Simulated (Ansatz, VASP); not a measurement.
KF in VASP and in Ansatz

```xyz
2
Lattice="0.0965 2.9655 2.9655 2.9655 0.0965 2.9655 2.9655 2.9655 0.0965" Properties=species:S:1:pos:R:3 pbc="T T T"
K     0.0216    0.0216    0.0216
F     1.4853    1.4853    1.4853
```

Change from the starting cell: epitaxial_111 strain -2.3%.

Alike in both runs: task single point; functional r2SCAN; k mesh 8 × 8 × 8; no spin polarisation.

|  | VASP | Ansatz |
| --- | --- | --- |
| version | VASP 6.6.1 | Ansatz 0.2.0 |
| potentials or method | VASP PAW PBE potentials, release 64 (K_sv, F) | plane waves, PAW |
| plane-wave cutoff (eV) | 520 | 500 |
| occupations | gaussian, width 0.01 eV | fixed |
| valence electrons in the cell | 16 | 16 |

VASP gave:

* gap on the k mesh at the Fermi level (eV): 5.78
* pressure (GPa): 0.4
* traceless stress, the component that is largest in VASP (GPa): -0.21

Task: What did Ansatz give for the same quantities?

Result: gap on the k mesh at the Fermi level (eV): 5.79; pressure (GPa): 0.4; traceless stress, the component that is largest in VASP (GPa): -0.22.

VASP's potentials were made for PBE, not for r2SCAN.
